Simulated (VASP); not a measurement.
# KBr in VASP: a series of runs

Runs on KBr. Level: PBE. Tasks: single point.

Everything below comes from runs of VASP 6.6.1. Logs are shortened: lines on timing, memory, paths and dates and some standing lists are left out, and cuts for length are marked.

## (1) The cell of the first run

It takes space group P4/mmm (No. 123, tetragonal). The conventional cell has a = 4.027 Å, b = 4.027 Å, c = 4.148 Å, α = 90.00°, β = 90.00°, γ = 90.00°. K (site symmetry 4/mmm) has 8 Br at 3.52 Å and 6 K at 4.03 to 4.15 Å within 4.6 Å. Within 4.6 Å of Br (site symmetry 4/mmm) lie 8 K at 3.52 Å and 6 Br at 4.03 to 4.15 Å.

## (2) Single point, PBE (strained)

Input file INCAR:

```
PREC = Accurate
ENCUT = 520
EDIFF = 1E-6
ISMEAR = 0
SIGMA = 0.02
LREAL = F
LASPH = T
NELM = 80
ALGO = Normal
ISIF = 2
LWAVE = F
LCHARG = F
GGA = PE
NBANDS = 15
```

Input file KPOINTS:

```
Automatic mesh
0
Gamma
  6 6 6
```

Input file POSCAR:

```
KBr
1.0
    4.0269206541      0.0000000000      0.0000000000
    0.0000000000      4.1482256241      0.0000000000
    0.0000000000      0.0000000000      4.0269206541
K Br
1 1
Direct
    0.0000000000      0.0000000000      0.0000000000
    0.5000000000      0.5000000000      0.5000000000
```

Potentials or basis: VASP PAW PBE potentials, release 64 (K_sv, Br).

On the command line:

```console
cat potpaw_PBE.64/K_sv/POTCAR potpaw_PBE.64/Br/POTCAR > POTCAR
mpirun -np 1 vasp_std > vasp.out
```

OUTCAR:

```text
PREC = Accurate
   ENCUT = 520
   EDIFF = 1E-6
   ISMEAR = 0
   LREAL = F
   LASPH = T
   NELM = 80
   ISIF = 2
   GGA = PE

 ion  position               nearest neighbor table
   1  0.000  0.000  0.000-
   2  0.500  0.500  0.500-

  LATTYP: Found a simple tetragonal cell.
 ALAT       =     4.0269206541
 C/A-ratio  =     1.0301235064

  Lattice vectors:

 A1 = (  -4.0269206541,   0.0000000000,   0.0000000000)
 A2 = (   0.0000000000,   0.0000000000,   4.0269206541)
 A3 = (   0.0000000000,   4.1482256241,   0.0000000000)

Analysis of symmetry for initial positions (statically):
=====================================================================
 Subroutine PRICEL returns:
 Original cell was already a primitive cell.

 Routine SETGRP: Setting up the symmetry group for a
 simple tetragonal supercell.

 Subroutine GETGRP returns: Found 16 space group operations
 (whereof 16 operations were pure point group operations)
 out of a pool of 16 trial point group operations.

The static configuration has the point symmetry D_4h.

Analysis of symmetry for dynamics (positions and initial velocities):
=====================================================================
 Subroutine PRICEL returns:
 Original cell was already a primitive cell.

 Routine SETGRP: Setting up the symmetry group for a
 simple tetragonal supercell.

 Subroutine GETGRP returns: Found 16 space group operations
 (whereof 16 operations were pure point group operations)
 out of a pool of 16 trial point group operations.

The dynamic configuration has the point symmetry D_4h.

 Subroutine INISYM returns: Found 16 space group operations
 (whereof 16 operations are pure point group operations),
 and found     1 'primitive' translations

----------------------------------------------------------------------------------------

                                     Primitive cell

  volume of cell :      67.2680

  direct lattice vectors                    reciprocal lattice vectors
     4.026920654  0.000000000  0.000000000     0.248328707  0.000000000  0.000000000
     0.000000000  4.148225624  0.000000000     0.000000000  0.241066926  0.000000000
     0.000000000  0.000000000  4.026920654     0.000000000  0.000000000  0.248328707

  length of vectors
     4.026920654  4.148225624  4.026920654     0.248328707  0.241066926  0.248328707

  position of ions in fractional coordinates (direct lattice)
     0.000000000  0.000000000  0.000000000
     0.500000000  0.500000000  0.500000000

  ion indices of the primitive-cell ions
   primitive index   ion index
                 1           1
                 2           2

----------------------------------------------------------------------------------------

 KPOINTS: Automatic mesh

Automatic generation of k-mesh.
 Grid dimensions read from file:
 generate k-points for:    6    6    6

 Generating k-lattice:

  Cartesian coordinates                     Fractional coordinates (reciprocal lattice)
     0.041388118  0.000000000  0.000000000     0.166666667  0.000000000  0.000000000
     0.000000000  0.040177821  0.000000000     0.000000000  0.166666667  0.000000000
     0.000000000  0.000000000  0.041388118     0.000000000  0.000000000  0.166666667

  Length of vectors
     0.041388118  0.040177821  0.041388118

  Shift w.r.t. Gamma in fractional coordinates (k-lattice)
     0.000000000  0.000000000  0.000000000

 Subroutine IBZKPT returns following result:
 ===========================================

 Found     40 irreducible k-points:

 Following reciprocal coordinates:
            Coordinates               Weight
  0.000000  0.000000  0.000000      1.000000
  0.166667  0.000000  0.000000      4.000000
  0.333333  0.000000  0.000000      4.000000
  0.500000  0.000000  0.000000      2.000000
  0.000000  0.166667  0.000000      2.000000
  0.166667  0.166667  0.000000      8.000000
[... 16 lines left out ...]
  0.166667  0.333333  0.166667      8.000000
  0.333333  0.333333  0.166667     16.000000
 [... further k-points ...]
   k-points           NKPTS =     40   k-points in BZ     NKDIM =     40   number of bands    NBANDS=     15
   number of dos      NEDOS =    301   number of ions     NIONS =      2
   total plane-waves  NPLWV =  28800
   dimension x,y,z NGX =    30 NGY =   32 NGZ =   30
   dimension x,y,z NGXF=    60 NGYF=   64 NGZF=   60
   ions per type =               1   1
   NGX,Y,Z   is equivalent  to a cutoff of  12.39, 12.82, 12.39 a.u.
   NGXF,Y,Z  is equivalent  to a cutoff of  24.77, 25.65, 24.77 a.u.
 SYSTEM =  unknown system
   PREC   = accura    normal or accurate (medium, high low for compatibility)
   ISTART =      0    job   : 0-new  1-cont  2-samecut
   ICHARG =      2    charge: 1-file 2-atom 10-const
   ISPIN  =      1    spin polarized calculation?
   LNONCOLLINEAR =      F non collinear calculations
   LSORBIT =      F    spin-orbit coupling
   LASPH  =      T    aspherical Exc in radial PAW
   ENCUT  =  520.0 eV  38.22 Ry    6.18 a.u.   7.49  7.71  7.49*2*pi/ulx,y,z
   NELM   =     80;   NELMIN=  2; NELMDL= -5     # of ELM steps
   EDIFF  = 0.1E-05   stopping-criterion for ELM
   LREAL  =      F    real-space projection
   EDIFFG = 0.1E-04   stopping-criterion for IOM
   NSW    =      0    number of steps for IOM
   IBRION =     -1    ionic relax: 0-MD 1-quasi-New 2-CG
   NFREE  =      0    steps in history (QN), initial steepest desc. (CG)
   ISIF   =      2    stress and relaxation
   ISYM   =      2    0-nonsym 1-usesym 2-fastsym
   POTIM  = 0.5000    time-step for ionic-motion
   TEBEG  =    0.0;   TEEND  =   0.0 temperature during run
   PSTRESS=    0.0 pullay stress
   NELECT =      16.0000    total number of electrons
   NUPDOWN=      -1.0000    fix difference up-down
   EMIN   =  10.00;   EMAX   =-10.00  energy-range for DOS
   EFERMI =   0.00;   METHOD = LEGACY
   ISMEAR =     0;   SIGMA  =   0.02  broadening in eV -4-tet -1-fermi 0-gaus
   EFERMI_NEDOS =   21; number of points for ismear=-14 and -15
   IALGO  =     38    algorithm
   IMIX   =      4    mixing-type and parameters
     AMIX     =   0.40;   BMIX     =  1.00
     AMIX_MAG =   1.60;   BMIX_MAG =  1.00
  volume/ion in A,a.u.               =      33.63       226.97
  Fermi-wavevector in a.u.,A,eV,Ry     =   1.014329  1.916803 13.998523  1.028862
  Thomas-Fermi vector in A             =   2.147550
   LORBIT       =      0    0 simple, 1 ext, 2 COOP (PROOUT), +10 PAW based schemes
   GGA     = PE    functional components
   LHFCALC =     F    Hartree Fock is set to
   AEXX    =    0.0000 exact exchange contribution
   IVDW    =     0    specifies the selected vdW correction
   LEPSILON=     F    determine dielectric tensor
   LRPA    =     F    only Hartree local field effects (RPA)
 non-spin polarized calculation
 Gauss-broadening in eV      SIGMA  =   0.02
  energy-cutoff  :      520.00
  volume of cell :       67.27
 maximum number of plane-waves:      1836
 NGX is ok and might be reduce to    30
   NGX = 15   NGY = 15   NGZ = 15

 number of electron      16.0000000 magnetization

 Free energy of the ion-electron system (eV)
  ---------------------------------------------------
  ext. energy  EPLUGINS =         0.00000000
  ---------------------------------------------------
  free energy    TOTEN  =        -6.07307868 eV

  energy without entropy =       -6.07307868  energy(sigma->0) =       -6.07307868

 E-fermi :  -0.5956     XC(G=0):  -7.7530

 val. band max:       -0.7949176199   @ k =   0.5000   0.5000   0.0000
 cond. band min:       2.9589263490   @ k =   0.0000   0.0000   0.0000
 fundamental gap:      3.7538439688
 Fermi energy:        -0.5955632817

 k-point     1 :       0.0000    0.0000    0.0000
  band No.  band energies     occupation
      1     -29.5440      2.00000
      2     -13.5832      2.00000
      3     -12.9708      2.00000
      4     -12.9683      2.00000
      5     -12.9683      2.00000
      6      -1.2077      2.00000
      7      -1.0386      2.00000
      8      -1.0386      2.00000
      9       2.9589      0.00000
     10       4.9767      0.00000
     11       5.0866      0.00000
     12       8.7130      0.00000
     13       8.7130      0.00000
     14       8.8894      0.00000
     15      11.2596      0.00000

 k-point     2 :       0.1667    0.0000    0.0000
  band No.  band energies     occupation
      1     -29.5414      2.00000
      2     -13.6308      2.00000
      3     -12.9658      2.00000
      4     -12.9636      2.00000
      5     -12.9172      2.00000
      6      -1.5842      2.00000
      7      -1.1986      2.00000
      8      -1.0268      2.00000
      9       3.5634      0.00000
     10       5.2187      0.00000
     11       5.6166      0.00000
     12       8.6171      0.00000
     13       8.7745      0.00000
     14       8.8299      0.00000
     15      10.5221      0.00000

 k-point     3 :       0.3333    0.0000    0.0000
  band No.  band energies     occupation
      1     -29.5363      2.00000
      2     -13.7176      2.00000
      3     -12.9556      2.00000
      4     -12.9543      2.00000
      5     -12.8199      2.00000
      6      -2.3999      2.00000
      7      -1.1811      2.00000
      8      -1.0037      2.00000
      9       4.7280      0.00000
     10       5.8151      0.00000
     11       6.6095      0.00000
     12       8.5675      0.00000
     13       8.6682      0.00000
     14       8.9676      0.00000
     15       9.1000      0.00000
[... 343 lines left out ...]
 k-point    23 :       0.1667    0.3333    0.1667
  band No.  band energies     occupation
      1     -29.5336      2.00000
      2     -13.6319      2.00000
      3     -13.0081      2.00000
      4     -12.9912      2.00000
      5     -12.8300      2.00000
      6      -2.2334      2.00000
      7      -1.3837      2.00000
      8      -1.3815      2.00000
      9       5.4022      0.00000
     10       6.1774      0.00000
     11       6.5680      0.00000
     12       7.8770      0.00000
     13       8.0442      0.00000
     14       8.1212      0.00000
     15      10.4800      0.00000

 k-point    24 :       0.3333    0.3333    0.1667
  band No.  band energies     occupation
      1     -29.5286      2.00000
      2     -13.5223      2.00000
      3     -13.0602      2.00000
      4     -12.9880      2.00000
      5     -12.9010      2.00000
      6      -2.1066      2.00000
      7      -1.9762      2.00000
      8      -1.3031      2.00000
      9       5.3830      0.00000
     10       6.3850      0.00000
     11       7.0559      0.00000
     12       7.1490      0.00000
     13       8.0397      0.00000
     14       8.3353      0.00000
     15      10.2521      0.00000

 [... further k-points ...]
[... 5 lines left out ...]
  --------------------------------------------------------------------------------------
  -------------------------------------------------------------------------------------
  Total        0.0143955     -0.4164701      0.0143955      0.0000000      0.0000000      0.0000000
  in kB        0.3428689     -9.9194102      0.3428689      0.0000000      0.0000000      0.0000000
  external PRESSURE =      -3.0778908 kB  Pullay stress =       0.0000000 kB

 VOLUME and BASIS-vectors are now :
 -----------------------------------------------------------------------------
  energy-cutoff  :      520.00
  volume of cell :       67.27
      direct lattice vectors                 reciprocal lattice vectors
     4.026920654  0.000000000  0.000000000     0.248328707  0.000000000  0.000000000
     0.000000000  4.148225624  0.000000000     0.000000000  0.241066926  0.000000000
     0.000000000  0.000000000  4.026920654     0.000000000  0.000000000  0.248328707

 POSITION                                       TOTAL-FORCE (eV/Angst)
 -----------------------------------------------------------------------------------
      0.00000      0.00000      0.00000         0.000000      0.000000      0.000000
      2.01346      2.07411      2.01346         0.000000      0.000000      0.000000
 -----------------------------------------------------------------------------------
    total drift:                                0.000000      0.000000     -0.000000

  FREE ENERGIE OF THE ION-ELECTRON SYSTEM (eV)
  ---------------------------------------------------
  free  energy   TOTEN  =        -6.0730786813 eV

  energy  without entropy=       -6.0730786813  energy(sigma->0) =       -6.07307868
```

It took 22 s on 1 thread of Intel Xeon Platinum 8259CL at 2.50GHz (Skylake/Cascade Lake), shared host; peak memory 0.19 GiB.

What came out:

| Quantity | Value |
| --- | --- |
| Free energy | -6.0731 eV |
| Pressure | -0.3 GPa |
| Band gap on the k mesh | 3.75 eV, indirect (least direct gap 4.00 eV) |

Caveat: the cell differs from its parent crystal (strained). A k mesh can miss the band edges.

## (3) Single point, PBE (atoms moved at random and the cell strained at random)

Input file INCAR:

```
SYSTEM = KBr
PREC = Accurate
ENCUT = 520
EDIFF = 1E-6
ISMEAR = 0
SIGMA = 0.02
LREAL = .False.
LASPH = .True.
NELM = 60
ALGO = Normal
ISIF = 2
LWAVE = .False.
LCHARG = .False.
GGA = PE
NBANDS = 15
```

Input file KPOINTS:

```
regular mesh
0
Gamma
  6 6 6
  0 0 0
```

Input file POSCAR:

```
KBr
1.0
    3.9016934901     -0.0202174950      0.0071569932
   -0.0202174950      3.8873390686     -0.0186405304
    0.0071569932     -0.0186405304      3.8858025390
K Br
1 1
Direct
   -0.0145047643     -0.0026610616     -0.0016396690
    0.5145047643      0.5026610616      0.5016396690
```

Potentials or basis: VASP PAW PBE potentials, release 64 (K_sv, Br).

On the command line:

```console
cat potpaw_PBE.64/K_sv/POTCAR potpaw_PBE.64/Br/POTCAR > POTCAR
mpirun -np 1 vasp_std > vasp.out
```

OUTCAR:

```text
SYSTEM = KBr
   PREC = Accurate
   ENCUT = 520
   EDIFF = 1E-6
   ISMEAR = 0
   LREAL = .False.
   LASPH = .True.
   NELM = 60
   ISIF = 2
   GGA = PE

 ion  position               nearest neighbor table
   1  0.985  0.997  0.998-   2 3.27   2 3.30
   2  0.515  0.503  0.502-   1 3.27   1 3.30

  LATTYP: Found a triclinic cell.
 ALAT       =     3.9017524345
 B/A-ratio  =     1.4087212190
 C/A-ratio  =     0.9963308537
 COS(alpha) =     0.0005881887
 COS(beta)  =     0.0103909591
 COS(gamma) =     0.7072472204

  Lattice vectors:

 A1 = (  -3.9016934901,   0.0202174950,  -0.0071569932)
 A2 = (  -3.8945364969,   0.0015769646,   3.8786455458)
 A3 = (  -0.0202174950,   3.8873390686,  -0.0186405304)

Analysis of symmetry for initial positions (statically):
=====================================================================
 Subroutine PRICEL returns:
 Original cell was already a primitive cell.

 Routine SETGRP: Setting up the symmetry group for a
 triclinic supercell.

 Subroutine GETGRP returns: Found  1 space group operations
 (whereof  1 operations were pure point group operations)
 out of a pool of  2 trial point group operations.

[... 168 lines left out ...]
 Fermi energy:        -0.0646410590

 k-point     1 :       0.0000    0.0000    0.0000
  band No.  band energies     occupation
      1     -28.6748      2.00000
      2     -13.1926      2.00000
      3     -12.0897      2.00000
      4     -12.0886      2.00000
      5     -12.0867      2.00000
      6      -0.4799      2.00000
      7      -0.4549      2.00000
      8      -0.4413      2.00000
      9       4.0928      0.00000
     10       5.5390      0.00000
     11       5.5579      0.00000
     12       9.7012      0.00000
     13       9.7293      0.00000
     14       9.7920      0.00000
[... 401 lines left out ...]
      2     -13.2852      2.00000
      3     -12.1244      2.00000
      4     -12.0547      2.00000
      5     -11.9290      2.00000
      6      -2.3008      2.00000
      7      -0.8460      2.00000
      8      -0.3814      2.00000
      9       6.6705      0.00000
     10       6.8806      0.00000
     11       8.0517      0.00000
     12       9.0740      0.00000
     13       9.1634      0.00000
     14       9.4033      0.00000
     15      10.4966      0.00000

 [... further k-points ...]
[... 5 lines left out ...]
  --------------------------------------------------------------------------------------
  -------------------------------------------------------------------------------------
  Total        0.8503280      0.9256882      0.9330034      0.0473982      0.0339290     -0.0005474
  in kB       23.1171287     25.1658796     25.3647529      1.2885746      0.9223970     -0.0148830
  external PRESSURE =      24.5492537 kB  Pullay stress =       0.0000000 kB

 VOLUME and BASIS-vectors are now :
 -----------------------------------------------------------------------------
  energy-cutoff  :      520.00
  volume of cell :       58.93
      direct lattice vectors                 reciprocal lattice vectors
     3.901693490 -0.020217495  0.007156993     0.256306714  0.001330782 -0.000465690
    -0.020217495  3.887339069 -0.018640530     0.001330782  0.257258203  0.001231639
     0.007156993 -0.018640530  3.885802539    -0.000465690  0.001231639  0.257353862

 POSITION                                       TOTAL-FORCE (eV/Angst)
 -----------------------------------------------------------------------------------
      3.83208      3.83846      3.86789         0.129071      0.032409      0.013995
      2.00087      1.93426      1.94359        -0.129071     -0.032409     -0.013995
 -----------------------------------------------------------------------------------
    total drift:                                0.000018     -0.000038      0.000009

  FREE ENERGIE OF THE ION-ELECTRON SYSTEM (eV)
  ---------------------------------------------------
  free  energy   TOTEN  =        -6.0229664134 eV

  energy  without entropy=       -6.0229664134  energy(sigma->0) =       -6.02296641
```

OSZICAR:

```text
N       E                     dE             d eps       ncg     rms          rms(c)
DAV:   1     0.979781833076E+02    0.97978E+02   -0.71089E+03  3360   0.960E+02
DAV:   2    -0.696855645642E+00   -0.98675E+02   -0.92043E+02  4344   0.236E+02
DAV:   3    -0.598213882731E+01   -0.52853E+01   -0.52576E+01  4756   0.485E+01
DAV:   4    -0.620298290771E+01   -0.22084E+00   -0.22081E+00  4654   0.865E+00
DAV:   5    -0.620456398485E+01   -0.15811E-02   -0.15811E-02  4789   0.889E-01    0.317E+00
DAV:   6    -0.604581180045E+01    0.15875E+00   -0.13632E-01  4228   0.227E+00    0.238E+00
DAV:   7    -0.601996861095E+01    0.25843E-01   -0.87889E-02  4424   0.197E+00    0.108E+00
DAV:   8    -0.602266625829E+01   -0.26976E-02   -0.13010E-02  4306   0.870E-01    0.115E-01
DAV:   9    -0.602282637807E+01   -0.16012E-03   -0.29794E-04  4691   0.139E-01    0.732E-02
DAV:  10    -0.602296316053E+01   -0.13678E-03   -0.17236E-04  3619   0.955E-02    0.109E-02
DAV:  11    -0.602296654124E+01   -0.33807E-05   -0.92163E-06  4580   0.232E-02    0.525E-03
DAV:  12    -0.602296641343E+01    0.12781E-06   -0.16377E-06  3626   0.104E-02
   1 F= -.60229664E+01 E0= -.60229664E+01  d E =-.601470E-13
```

Wall time 61 s (1 thread of Intel Xeon Platinum 8259CL at 2.50GHz (Skylake/Cascade Lake), shared host); peak memory 0.24 GiB.

Results:

- Free energy: -6.0230 eV
- Pressure: 2.5 GPa
- Largest force: 0.134 eV/Å
- Band gap on the k mesh: 4.25 eV, indirect (least direct gap 4.53 eV)

Forces on the atoms (eV/Å):
```
K    0.129  0.032  0.014
Br  -0.129 -0.032 -0.014
```

Stress tensor (GPa, compression positive):
```
2.31 0.13 0.00
0.13 2.52 0.09
0.00 0.09 2.54
```

Levels at points of the mesh, in eV from the valence-band top:
```
           k point  band 6  band 7  band 8  band 9  band 10  band 11
(0.00, 0.00, 0.00)   -0.32   -0.30   -0.29    4.25     5.70     5.71
(0.50, 0.00, 0.00)   -2.31   -0.31   -0.28    6.94     7.14     8.28
(0.00, 0.50, 0.00)   -2.31   -0.31   -0.29    6.92     7.16     8.27
(0.50, 0.50, 0.00)   -1.63   -1.60    0.00    5.23     6.60     8.11
(0.00, 0.00, 0.50)   -2.31   -0.32   -0.28    6.92     7.16     8.27
(0.50, 0.00, 0.50)   -1.63   -1.61    0.00    5.23     6.60     8.11
(0.00, 0.50, 0.50)   -1.63   -1.60   -0.02    5.24     6.59     8.08
(0.50, 0.50, 0.50)   -1.74   -1.73   -1.72    7.56     7.66     7.70
```

Caveat: the cell differs from its parent crystal (atoms moved at random and the cell strained at random). A k mesh can miss the band edges.
